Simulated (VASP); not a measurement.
The system is Te2Mo.

```
CELL_PARAMETERS angstrom
3.51820 0.00000 0.00000
-1.75910 3.04685 0.00000
0.00000 0.00000 13.97360
ATOMIC_POSITIONS crystal
Te 0.66667 0.33333 0.37900
Te 0.33333 0.66667 0.87900
Te 0.66667 0.33333 0.12100
Te 0.33333 0.66667 0.62100
Mo 0.66667 0.33333 0.75000
Mo 0.33333 0.66667 0.25000
```

Base run:

- Program: VASP 6.6.1
- Functional: r2SCAN
- Dispersion: rVV10
- Potentials or basis: VASP PAW PBE potentials, release 64 (Te, Mo_sv)
- Cutoff: 640 eV
- k mesh: 11 × 11 × 3
- Occupations: gaussian, width 0.03 eV
- Spin: no spin polarisation

Its results: band gap on the k mesh 0.83 eV (least direct gap 1.23 eV); pressure 1.5 GPa.

The run is repeated on the same cell with these changes: cutoff from 640 eV to 320 eV; k mesh from 11 × 11 × 3 to 7 × 7 × 2. What comes out?

Band gap on the k mesh 0.93 eV (least direct gap 1.35 eV); pressure 1.3 GPa.

Caveats: the PAW data sets were made with another functional, which shifts forces and pressure a little; spin-orbit coupling is left out, which moves the levels of the heavy elements; an odd mesh through Γ misses points on the zone boundary, where band edges can lie.
